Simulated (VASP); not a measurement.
Here is a VASP 6.6.1 calculation.

The input POSCAR:

```
La2O3
1.0
    3.9351015402      0.0000000000      0.0000000000
   -1.9675507701      3.4078979003      0.0000000000
    0.0000000000      0.0000000000      6.1262271608
La O
2 3
Direct
    0.6666666667      0.3333333333      0.7538431652
    0.3333333333      0.6666666667      0.2461568348
    0.6666666667      0.3333333333      0.3538862911
    0.3333333333      0.6666666667      0.6461137089
    0.0000000000      0.0000000000      0.0000000000
```

File INCAR.step1:

```
PREC     = Accurate       # precision mode
ENCUT    = 520            # plane-wave cutoff, eV
ISMEAR   = 0              # smearing method
SIGMA    = 0.01           # smearing width, eV
LREAL    = False          # projectors in reciprocal space
LASPH    = True           # aspherical terms in the spheres
NELM     = 60             # most SCF steps
NBANDS   = 28             # bands
GGA      = PE             # functional
ALGO     = Normal         # electronic algorithm
EDIFF    = 1E-4           # SCF threshold, eV
LWAVE    = True           # write WAVECAR
LCHARG   = False          # write CHGCAR
```

File INCAR.step2:

```
PREC     = Accurate       # precision mode
ENCUT    = 520            # plane-wave cutoff, eV
EDIFF    = 1E-6           # SCF threshold, eV
ISMEAR   = 0              # smearing method
SIGMA    = 0.01           # smearing width, eV
LREAL    = False          # projectors in reciprocal space
LASPH    = True           # aspherical terms in the spheres
NELM     = 60             # most SCF steps
ALGO     = Normal         # electronic algorithm
ISIF     = 2              # what is computed and relaxed
LWAVE    = False          # write WAVECAR
LCHARG   = False          # write CHGCAR
METAGGA  = R2SCAN         # meta-GGA
LMIXTAU  = True         
NBANDS   = 28             # bands
ISTART   = 1
```

Contents of KPOINTS:

```
regular mesh
0
Gamma
  12 12 4
```

Potentials or basis: VASP PAW PBE potentials, release 64 (La, O).

Command:

```sh
$ cat potpaw_PBE.64/La/POTCAR potpaw_PBE.64/O/POTCAR > POTCAR
$ cp INCAR.step1 INCAR
$ mpirun -np 1 vasp_std > vasp.out
$ cp INCAR.step2 INCAR
$ mpirun -np 1 vasp_std > vasp.out
```

Task: What does it give for the pressure?

Result: -0.4 GPa.

Task: Estimate the largest force.

Result: 0.022 eV/Å.

Task: Predict the band gap on the k mesh.

Result: 4.24 eV, indirect (least direct gap 4.36 eV).

Stress tensor (GPa, compression positive):
```
-0.46  0.00  0.00
 0.00 -0.46  0.00
 0.00  0.00 -0.35
```

Caveat: the PAW data sets were made with another functional, which shifts forces and pressure a little; spin-orbit coupling is left out, which moves the levels of the heavy elements. r2SCAN opens gaps a little over a GGA but as a rule still falls short of measured ones.
